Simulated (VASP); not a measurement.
Sn2Bi3O3: single point with PBE

Crystal: Sn2Bi3O3.

```xyz
8
Lattice="5.2819 0.0000 0.0000 -2.6409 4.5743 0.0000 0.0000 0.0000 9.3188" Properties=species:S:1:pos:R:3 pbc="T T T"
Sn    0.0000    0.0000    1.3458
Sn    0.0000    0.0000    7.9730
Bi    0.0000    3.0495    4.6594
Bi    2.6409    1.5248    4.6594
Bi    0.0000    0.0000    4.6594
O     2.6409    0.0000    0.0000
O    -1.3205    2.2871    0.0000
O     1.3205    2.2871    0.0000
```

```
Program             : VASP 6.6.1
Task                : single point
Functional          : PBE
Potentials or basis : VASP PAW PBE potentials, release 64 (Sn_d, Bi_d, O)
Cutoff              : 520 eV
k mesh              : 4 × 4 × 2
Occupations         : gaussian, width 0.2 eV
Spin                : no spin polarisation
```

The pressure is 0.1 GPa and the largest force is 0.005 eV/Å.

Forces in eV/Å, atoms in the order of the input:
```
Sn   0.000  0.000  0.005
Sn   0.000  0.000 -0.005
Bi   0.000  0.000  0.000
Bi   0.000  0.000  0.000
Bi   0.000  0.000  0.000
O    0.000  0.000  0.000
O    0.000  0.000  0.000
O    0.000  0.000  0.000
```

Stress tensor (GPa, compression positive):
```
0.10 0.00 0.00
0.00 0.10 0.00
0.00 0.00 0.02
```

Levels at points of the mesh, in eV from the Fermi level:
```
           k point  band 41  band 42  band 43  band 44  band 45  band 46  band 47  band 48  band 49  band 50
(0.00, 0.00, 0.00)    -2.83    -1.08    -0.61    -0.61    -0.58    -0.04     0.50     0.50     1.39     1.60
(0.50, 0.00, 0.00)    -1.02    -1.01    -0.84    -0.73    -0.13     0.04     0.44     0.53     0.58     1.11
(0.00, 0.00, 0.50)    -2.84    -1.00    -0.61    -0.61    -0.29    -0.04     0.49     0.49     1.61     2.62
(0.50, 0.00, 0.50)    -0.96    -0.82    -0.80    -0.59    -0.05     0.05     0.11     0.44     1.67     2.29
```

It took 81 s on 1 thread of Intel(R) Xeon(R) 6975P-C (Granite Rapids) (shared host), peak memory 0.36 GiB.

Caveat: spin-orbit coupling is left out, which moves the levels of the heavy elements; an odd number of electrons without spin polarisation forces a metal; a magnetic or distorted state may lie lower.
